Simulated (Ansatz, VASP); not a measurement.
**Two plane-wave programs on H**

```
H
1.0
     3.83898    0.00000    0.00000
    -1.91949    3.32465    0.00000
     0.00000    0.00000    5.04197
H
4
Direct
  0.33333 0.66667 0.17472
  0.66667 0.33333 0.67472
  0.66667 0.33333 0.82528
  0.33333 0.66667 0.32528
```

Alike in both runs: functional PBEsol; k mesh 9 × 9 × 6; occupations gaussian, width 0.02 eV; no spin polarisation.

Ansatz relaxed the structure, and its values are those at the end. VASP's run is a single point on that final structure, the one shown.

|  | VASP | Ansatz |
| --- | --- | --- |
| version | VASP 6.6.1 | Ansatz 0.2.0 |
| potentials or method | VASP PAW PBE potentials, release 64 (H), cutoff 520 eV | scalar-relativistic, plane waves, PAW |
| valence electrons in the cell | 4 | 4 |

|  | VASP | Ansatz | Ansatz less VASP |
| --- | --- | --- | --- |
| gap on the k mesh at the Fermi level (eV) | 9.11 | 9.11 | +0.001 |
| least direct gap on the mesh (eV) | 9.11 | 9.11 | +0.001 |
| pressure (GPa) | -0.1 | 0.0 | +0.13 |
| rms of the force components (eV/Å) | 0.003 | 0.001 | -0.0019 |

VASP's potentials were made for PBE, not for PBEsol.
